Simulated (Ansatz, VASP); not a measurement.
## LiH: VASP beside Ansatz

```
Li H
1.0
     0.00000    2.14512    2.14512
     2.14512    0.00000    2.14512
     2.14512    2.14512    0.00000
Li H
1 1
Cartesian
  0.0000 0.0000 0.0000
  1.0726 1.0726 1.0726
```

Alike in both runs: task single point; functional PBE0; k mesh 8 × 8 × 8; no spin polarisation.

|  | VASP | Ansatz |
| --- | --- | --- |
| version | VASP 6.6.1 | Ansatz 0.2.0 |
| potentials or method | VASP PAW PBE potentials, release 64 (Li_sv, H) | plane waves, PAW |
| plane-wave cutoff (eV) | 520 | 420 |
| occupations | gaussian, width 0.01 eV | fixed |
| valence electrons in the cell | 4 | 4 |

```csv
,VASP,Ansatz,Ansatz less VASP
gap on the k mesh at the Fermi level (eV),5.97,5.97,-0.006
```

Ansatz's warnings: stress exchange threshold loose, stress scf threshold loose.

Noted on VASP's run: the cutoff is short for stress, so the pressure is rough.
